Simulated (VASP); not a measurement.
# Sr2ZnWF6 (Fm-3m) in VASP: single point with PBE

Aim: the single point of Sr2ZnWF6 with PBE.

Program: VASP 6.6.1. These are calculated values, not measurements. Logs are shortened: lines on timing, memory, paths and dates and some standing lists are left out, and cuts for length are marked.

## 1. The cell of the first run

The structure is cubic, space group Fm-3m (No. 225). The conventional cell has a = 8.410 Å, b = 8.410 Å, c = 8.410 Å, α = 90.00°, β = 90.00°, γ = 90.00°. Within 2.5 Å of Zn (site symmetry m-3m) lie 6 F at 1.89 Å. W (site symmetry m-3m) has 6 F at 2.31 Å within 3.1 Å. Within 2.5 Å of F (site symmetry 4mm) lie 1 Zn at 1.89 Å and 1 W at 2.31 Å. Within 3.9 Å of Sr (site symmetry -43m) lie 12 F at 2.98 Å and 4 Zn at 3.64 Å and 4 W at 3.64 Å.

## 2. Single point, PBE

The input, POSCAR:

```
Sr2ZnWF6
1.0
    0.0000000000      4.2049810000      4.2049810000
    4.2049810000      0.0000000000      4.2049810000
    4.2049810000      4.2049810000      0.0000000000
Zn W F Sr
1 1 6 2
Direct
    0.5000000000      0.5000000000      0.5000000000
    0.0000000000      0.0000000000      0.0000000000
    0.7250000000      0.2750000000      0.2750000000
    0.2750000000      0.7250000000      0.2750000000
    0.2750000000      0.7250000000      0.7250000000
    0.7250000000      0.2750000000      0.7250000000
    0.2750000000      0.2750000000      0.7250000000
    0.7250000000      0.7250000000      0.2750000000
    0.2500000000      0.2500000000      0.2500000000
    0.7500000000      0.7500000000      0.7500000000
```

The input, INCAR.step1:

```
PREC = Accurate
ENCUT = 520
EDIFF = 1E-7
ISMEAR = -1
SIGMA = 0.1
LREAL = F
LASPH = T
NELM = 100
ALGO = Normal
ISIF = 2
LWAVE = F
LCHARG = T
LMAXMIX = 4
GGA = PE
NBANDS = 55
```

The input, KPOINTS.step1:

```
Automatic mesh
0
Gamma
  7 7 7
```

The input, INCAR.step2:

```
PREC = Accurate
ENCUT = 520
EDIFF = 1E-7
ISMEAR = -5
SIGMA = 0.1
LREAL = F
LASPH = T
NELM = 100
ALGO = Normal
ISIF = 2
LWAVE = F
LCHARG = F
LMAXMIX = 4
GGA = PE
LORBIT = 11
NBANDS = 55
NEDOS = 1001
ICHARG = 11
```

The input, KPOINTS.step2:

```
Automatic mesh
0
Gamma
  11 11 11
```

Potentials or basis: VASP PAW PBE potentials, release 64 (Zn, W_sv, F, Sr_sv).

Launch:

```sh
> cat potpaw_PBE.64/Zn/POTCAR potpaw_PBE.64/W_sv/POTCAR potpaw_PBE.64/F/POTCAR potpaw_PBE.64/Sr_sv/POTCAR > POTCAR
> cp INCAR.step1 INCAR
> cp KPOINTS.step1 KPOINTS
> mpirun -np 1 vasp_std > vasp.out
> cp INCAR.step2 INCAR
> cp KPOINTS.step2 KPOINTS
> mpirun -np 1 vasp_std > vasp.out
```

OUTCAR:

```text
PREC = Accurate
   ENCUT = 520
   EDIFF = 1E-7
   ISMEAR = -5
   LREAL = F
   LASPH = T
   NELM = 100
   ISIF = 2
   GGA = PE
   LORBIT = 11
   ICHARG = 11

 ion  position               nearest neighbor table
   1  0.500  0.500  0.500-   3 1.89   4 1.89   5 1.89   6 1.89   7 1.89   8 1.89   9 3.64   9 3.64
                             9 3.64   9 3.64  10 3.64  10 3.64  10 3.64  10 3.64
   2  0.000  0.000  0.000-   3 2.31   4 2.31   5 2.31   6 2.31   7 2.31   8 2.31  10 3.64  10 3.64
                            10 3.64   9 3.64  10 3.64   9 3.64   9 3.64   9 3.64
   3  0.725  0.275  0.275-   1 1.89   2 2.31   9 2.98   9 2.98  10 2.98  10 2.98
   4  0.275  0.725  0.275-   1 1.89   2 2.31   9 2.98   9 2.98  10 2.98  10 2.98
   5  0.275  0.725  0.725-   1 1.89   2 2.31   9 2.98   9 2.98  10 2.98  10 2.98
   6  0.725  0.275  0.725-   1 1.89   2 2.31   9 2.98   9 2.98  10 2.98  10 2.98
   7  0.275  0.275  0.725-   1 1.89   2 2.31   9 2.98   9 2.98  10 2.98  10 2.98
   8  0.725  0.725  0.275-   1 1.89   2 2.31   9 2.98   9 2.98  10 2.98  10 2.98
   9  0.250  0.250  0.250-   3 2.98   4 2.98   7 2.98   5 2.98   6 2.98   7 2.98   4 2.98   5 2.98
                             8 2.98   3 2.98   6 2.98   8 2.98   1 3.64   2 3.64   2 3.64   1 3.64
  10  0.750  0.750  0.750-   4 2.98   5 2.98   7 2.98   3 2.98   6 2.98   7 2.98   3 2.98   4 2.98
                             8 2.98   5 2.98   6 2.98   8 2.98   1 3.64   2 3.64   1 3.64   1 3.64

  LATTYP: Found a face centered cubic cell.
 ALAT       =     8.4099620000

  Lattice vectors:

 A1 = (   0.0000000000,   4.2049810000,   4.2049810000)
 A2 = (   4.2049810000,   0.0000000000,   4.2049810000)
 A3 = (   4.2049810000,   4.2049810000,   0.0000000000)

Analysis of symmetry for initial positions (statically):
=====================================================================
 Subroutine PRICEL returns:
 Original cell was already a primitive cell.

 Routine SETGRP: Setting up the symmetry group for a
 face centered cubic supercell.

 Subroutine GETGRP returns: Found 48 space group operations
 (whereof 48 operations were pure point group operations)
 out of a pool of 48 trial point group operations.

The static configuration has the point symmetry O_h .

Analysis of symmetry for dynamics (positions and initial velocities):
=====================================================================
 Subroutine PRICEL returns:
 Original cell was already a primitive cell.

 Routine SETGRP: Setting up the symmetry group for a
 face centered cubic supercell.

 Subroutine GETGRP returns: Found 48 space group operations
 (whereof 48 operations were pure point group operations)
 out of a pool of 48 trial point group operations.

The dynamic configuration has the point symmetry O_h .

 Subroutine INISYM returns: Found 48 space group operations
 (whereof 48 operations are pure point group operations),
 and found     1 'primitive' translations

----------------------------------------------------------------------------------------

                                     Primitive cell

  volume of cell :     148.7038

  direct lattice vectors                    reciprocal lattice vectors
     0.000000000  4.204981000  4.204981000    -0.118906601  0.118906601  0.118906601
     4.204981000  0.000000000  4.204981000     0.118906601 -0.118906601  0.118906601
     4.204981000  4.204981000  0.000000000     0.118906601  0.118906601 -0.118906601

  length of vectors
     5.946741160  5.946741160  5.946741160     0.205952275  0.205952275  0.205952275

  position of ions in fractional coordinates (direct lattice)
     0.500000000  0.500000000  0.500000000
     0.000000000  0.000000000  0.000000000
     0.725000000  0.275000000  0.275000000
     0.275000000  0.725000000  0.275000000
     0.275000000  0.725000000  0.725000000
     0.725000000  0.275000000  0.725000000
     0.275000000  0.275000000  0.725000000
     0.725000000  0.725000000  0.275000000
     0.250000000  0.250000000  0.250000000
     0.750000000  0.750000000  0.750000000

  ion indices of the primitive-cell ions
   primitive index   ion index
                 1           1
                 2           2
                 3           3
                 4           4
                 5           5
                 6           6
                 7           7
                 8           8
                 9           9
                10          10

----------------------------------------------------------------------------------------

 KPOINTS: Automatic mesh

Automatic generation of k-mesh.
 Grid dimensions read from file:
 generate k-points for:   11   11   11

 Generating k-lattice:

  Cartesian coordinates                     Fractional coordinates (reciprocal lattice)
    -0.010809691  0.010809691  0.010809691     0.090909091  0.000000000  0.000000000
     0.010809691 -0.010809691  0.010809691     0.000000000  0.090909091  0.000000000
     0.010809691  0.010809691 -0.010809691     0.000000000  0.000000000  0.090909091

  Length of vectors
     0.018722934  0.018722934  0.018722934

  Shift w.r.t. Gamma in fractional coordinates (k-lattice)
     0.000000000  0.000000000  0.000000000

 TETIRR: Found    201 inequivalent tetrahedra from     7986

 Subroutine IBZKPT returns following result:
 ===========================================

 Found     56 irreducible k-points:

 Following reciprocal coordinates:
            Coordinates               Weight
  0.000000  0.000000  0.000000      1.000000
  0.090909  0.000000  0.000000      8.000000
  0.181818  0.000000  0.000000      8.000000
  0.272727  0.000000  0.000000      8.000000
  0.363636  0.000000  0.000000      8.000000
  0.454545  0.000000  0.000000      8.000000
[... 16 lines left out ...]
 -0.272727  0.181818  0.000000     24.000000
 -0.181818  0.181818  0.000000     12.000000
 [... further k-points ...]
   k-points           NKPTS =     56   k-points in BZ     NKDIM =     56   number of bands    NBANDS=     55
   number of dos      NEDOS =   1001   number of ions     NIONS =     10
   total plane-waves  NPLWV = 110592
   dimension x,y,z NGX =    48 NGY =   48 NGZ =   48
   dimension x,y,z NGXF=    96 NGYF=   96 NGZF=   96
   ions per type =               1   1   6   2
   NGX,Y,Z   is equivalent  to a cutoff of  13.42, 13.42, 13.42 a.u.
   NGXF,Y,Z  is equivalent  to a cutoff of  26.84, 26.84, 26.84 a.u.
 SYSTEM =  unknown system
   PREC   = accura    normal or accurate (medium, high low for compatibility)
   ISTART =      0    job   : 0-new  1-cont  2-samecut
   ICHARG =     11    charge: 1-file 2-atom 10-const
   ISPIN  =      1    spin polarized calculation?
   LNONCOLLINEAR =      F non collinear calculations
   LSORBIT =      F    spin-orbit coupling
   LASPH  =      T    aspherical Exc in radial PAW
   ENCUT  =  520.0 eV  38.22 Ry    6.18 a.u.  11.06 11.06 11.06*2*pi/ulx,y,z
   NELM   =    100;   NELMIN=  2; NELMDL=  0     # of ELM steps
   EDIFF  = 0.1E-06   stopping-criterion for ELM
   LREAL  =      F    real-space projection
   EDIFFG = 0.1E-05   stopping-criterion for IOM
   NSW    =      0    number of steps for IOM
   IBRION =     -1    ionic relax: 0-MD 1-quasi-New 2-CG
   NFREE  =      0    steps in history (QN), initial steepest desc. (CG)
   ISIF   =      2    stress and relaxation
   ISYM   =      2    0-nonsym 1-usesym 2-fastsym
   POTIM  = 0.5000    time-step for ionic-motion
   TEBEG  =    0.0;   TEEND  =   0.0 temperature during run
   PSTRESS=    0.0 pullay stress
   NELECT =      88.0000    total number of electrons
   NUPDOWN=      -1.0000    fix difference up-down
   EMIN   =  10.00;   EMAX   =-10.00  energy-range for DOS
   EFERMI =   0.00;   METHOD = LEGACY
   ISMEAR =    -5;   SIGMA  =   0.10  broadening in eV -4-tet -1-fermi 0-gaus
   EFERMI_NEDOS =   21; number of points for ismear=-14 and -15
   IALGO  =     38    algorithm
   IMIX   =      4    mixing-type and parameters
     AMIX     =   0.40;   BMIX     =  1.00
     AMIX_MAG =   1.60;   BMIX_MAG =  1.00
  volume/ion in A,a.u.               =      14.87       100.35
  Fermi-wavevector in a.u.,A,eV,Ry     =   1.374448  2.597330 25.702870  1.889108
  Thomas-Fermi vector in A             =   2.499874
   LORBIT       =     11    0 simple, 1 ext, 2 COOP (PROOUT), +10 PAW based schemes
   GGA     = PE    functional components
   LHFCALC =     F    Hartree Fock is set to
   AEXX    =    0.0000 exact exchange contribution
   IVDW    =     0    specifies the selected vdW correction
   LEPSILON=     F    determine dielectric tensor
   LRPA    =     F    only Hartree local field effects (RPA)
 non-spin polarized calculation
 Fermi weights with tetrahedron method with Bloechl corrections
  energy-cutoff  :      520.00
  volume of cell :      148.70
 maximum number of plane-waves:      4024
 NGX is ok and might be reduce to    48

 number of electron      87.9999968 magnetization

 Free energy of the ion-electron system (eV)
  ---------------------------------------------------
  ext. energy  EPLUGINS =         0.00000000
  ---------------------------------------------------
  free energy    TOTEN  =       -45.55461486 eV

  energy without entropy =      -45.55461486  energy(sigma->0) =      -45.55461486

 E-fermi :   5.5871     XC(G=0): -10.1478

 val. band max:        5.5922956950   @ k =  -0.3636   0.3636   0.0000
 cond. band min:       5.5894078468   @ k =  -0.2727   0.3636   0.0909
 fundamental gap:     -0.0028878482
 Fermi energy:         5.5871009597

 k-point     1 :       0.0000    0.0000    0.0000
  band No.  band energies     occupation
      1     -68.2228      2.00000
      2     -32.5202      2.00000
      3     -32.5202      2.00000
      4     -32.5202      2.00000
      5     -31.9867      2.00000
      6     -31.9663      2.00000
[... 47 lines left out ...]
     54       9.3239      0.00000
     55       9.3241      0.00000

 k-point     2 :       0.0909    0.0000    0.0000
  band No.  band energies     occupation
      1     -68.2227      2.00000
      2     -32.5203      2.00000
      3     -32.5202      2.00000
      4     -32.5202      2.00000
      5     -31.9861      2.00000
      6     -31.9666      2.00000
[... 47 lines left out ...]
     54       9.3259      0.00000
     55       9.3261      0.00000

 k-point     3 :       0.1818    0.0000    0.0000
  band No.  band energies     occupation
      1     -68.2228      2.00000
      2     -32.5208      2.00000
      3     -32.5202      2.00000
      4     -32.5202      2.00000
      5     -31.9844      2.00000
      6     -31.9677      2.00000
[... 1152 lines left out ...]
 k-point    23 :      -0.2727    0.1818    0.0000
  band No.  band energies     occupation
      1     -68.2227      2.00000
      2     -32.5215      2.00000
      3     -32.5206      2.00000
      4     -32.5202      2.00000
      5     -31.9789      2.00000
      6     -31.9712      2.00000
[... 47 lines left out ...]
     54       8.9011      0.00000
     55       9.0133      0.00000

 k-point    24 :      -0.1818    0.1818    0.0000
  band No.  band energies     occupation
      1     -68.2227      2.00000
      2     -32.5213      2.00000
      3     -32.5204      2.00000
      4     -32.5202      2.00000
      5     -31.9812      2.00000
      6     -31.9696      2.00000
[... 47 lines left out ...]
     54       8.9567      0.00000
     55       9.1461      0.00000

 [... further k-points ...]
[... 5 lines left out ...]
  --------------------------------------------------------------------------------------
  -------------------------------------------------------------------------------------
  Total        8.0807630      8.0807630      8.0807630      0.0000000      0.0000000     -0.0000000
  in kB       87.0644467     87.0644467     87.0644467      0.0000000      0.0000000     -0.0000000
  external PRESSURE =      87.0644467 kB  Pullay stress =       0.0000000 kB

 VOLUME and BASIS-vectors are now :
 -----------------------------------------------------------------------------
  energy-cutoff  :      520.00
  volume of cell :      148.70
      direct lattice vectors                 reciprocal lattice vectors
     0.000000000  4.204981000  4.204981000    -0.118906601  0.118906601  0.118906601
     4.204981000  0.000000000  4.204981000     0.118906601 -0.118906601  0.118906601
     4.204981000  4.204981000  0.000000000     0.118906601  0.118906601 -0.118906601

 POSITION                                       TOTAL-FORCE (eV/Angst)
 -----------------------------------------------------------------------------------
      4.20498      4.20498      4.20498        -0.000000      0.000000      0.000000
      0.00000      0.00000      0.00000        -0.000000      0.000000      0.000000
      2.31274      4.20498      4.20498        -1.843383      0.000000      0.000000
      4.20498      2.31274      4.20498        -0.000000     -1.843383      0.000000
      6.09722      4.20498      4.20498         1.843383      0.000000      0.000000
      4.20498      6.09722      4.20498        -0.000000      1.843383      0.000000
      4.20498      4.20498      2.31274        -0.000000      0.000000     -1.843383
      4.20498      4.20498      6.09722        -0.000000      0.000000      1.843383
      2.10249      2.10249      2.10249        -0.000000      0.000000      0.000000
      6.30747      6.30747      6.30747        -0.000000      0.000000      0.000000
 -----------------------------------------------------------------------------------
    total drift:                               -0.000000     -0.000000      0.000000

  FREE ENERGIE OF THE ION-ELECTRON SYSTEM (eV)
  ---------------------------------------------------
  free  energy   TOTEN  =       -45.5546148565 eV

  energy  without entropy=      -45.5546148565  energy(sigma->0) =      -45.55461486

 total charge

# of ion       s       p       d       tot
------------------------------------------
    1        0.430   0.553  10.067  11.050
    2        2.197   6.050   3.681  11.928
    3        1.742   4.353   0.000   6.095
    4        1.742   4.353   0.000   6.095
    5        1.742   4.353   0.000   6.095
    6        1.742   4.353   0.000   6.095
    7        1.742   4.353   0.000   6.095
    8        1.742   4.353   0.000   6.095
    9        2.014   5.736   0.150   7.900
   10        2.014   5.736   0.150   7.900
--------------------------------------------------
tot         17.106  44.195  14.048  75.349
```

Run time: 31 min. Hardware: 1 thread of Oxide Virtual Turin-like, shared host; peak memory 0.55 GiB.

Results:

* Valence electrons inside the program's atomic spheres: Zn 11.05; W 11.93; F 6.09; Sr 7.90

Levels at points of the mesh, in eV from the Fermi level:
```tsv
k point	band 40	band 41	band 42	band 43	band 44	band 45	band 46	band 47	band 48	band 49
(0.00, 0.00, 0.00)	-5.15	-5.15	-1.72	-0.14	-0.14	-0.14	0.76	0.76	1.45	1.45
```

Caveat: spin-orbit coupling is left out, which moves the levels of the heavy elements; tetrahedron occupations give inexact forces and stress in metals.
